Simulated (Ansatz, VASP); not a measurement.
PtSe2 in VASP and in Ansatz

Contents of INCAR:

```
  PREC = Accurate
  ENCUT = 520
  EDIFF = 1E-6
  ISMEAR = 0
  SIGMA = 0.15
  LREAL = False
  LASPH = True
  NELM = 80
  ALGO = Normal
  ISIF = 2
  LWAVE = False
  LCHARG = False
  GGA = PS
  IVDW = 12
  NBANDS = 18
```

KPOINTS

```
regular mesh
0
Gamma
  12 12 8
```

Contents of POSCAR:

```
PtSe2
1.0
    3.7388646046      0.0000000000      0.0000000000
   -1.8694323023      2.9951053492      0.0000000000
    0.0000000000      0.0000000000      4.6296715343
Pt Se
1 2
Direct
    0.0000000000      0.0000000000      0.0000000000
    0.3333333333      0.6666666667      0.2721511594
    0.6666666667      0.3333333333      0.7278488406
```

Input for Ansatz:

```yaml
crystal:
  lattice:
    - [3.7388646046, 0.0, 0.0]
    - [-1.8694323023, 2.9951053492, 0.0]
    - [0.0, 0.0, 4.6296715343]
  atoms:
    - { symbol: Pt, position: [0.0, 0.0, 0.0] }
    - { symbol: Se, position: [0.3333333333, 0.6666666667, 0.2721511594] }
    - { symbol: Se, position: [0.6666666667, 0.3333333333, 0.7278488406] }
basis:
  ecutwfc: 420
kpoints:
  mp_grid: { grid: [12, 12, 8] }
hamiltonian:
  xc: pbesol
  pseudopotentials: { kind: paw, azcp: { folder: soft_1 } }
  dispersion: d3bj
scf:
  occupations: { method: gaussian, width: 0.15 }
output:
  forces: true
  stress: true
  eigenvalues: true
```

Change from the starting cell: normal strain along x +0.0000, normal strain along y -0.0750.

Alike in both runs: task single point; functional PBEsol; dispersion D3(BJ); k mesh 12 × 12 × 8; occupations gaussian, width 0.15 eV; no spin polarisation.

|  | VASP | Ansatz |
| --- | --- | --- |
| version | VASP 6.6.1 | Ansatz 0.2.0 |
| potentials or method | VASP PAW PBE potentials, release 64 (Pt, Se), cutoff 520 eV | scalar-relativistic, plane waves, PAW |
| valence electrons in the cell | 22 | 50 |

|  | VASP | Ansatz | Ansatz less VASP |
| --- | --- | --- | --- |
| gap on the k mesh at the Fermi level (eV) | none | none | - |
| pressure (GPa) | 16.5 | 16.2 | -0.31 |
| traceless stress, the component that is largest in VASP (GPa) | 11.26 | 11.19 | -0.066 |
| rms of the force components (eV/Å) | 0.598 | 0.584 | -0.0139 |

VASP's potentials were made for PBE, not for PBEsol, and Ansatz warns of the same on its side. Atom by atom the forces differ by 0.014 eV/Å (rms over components). A gap of «none» marks a metal or a gap that the smearing closes. VASP's potentials hold 22 valence electrons a cell and Ansatz's 50, so a difference there can come from the potentials and not from the codes.

Neither program's run includes spin-orbit coupling.
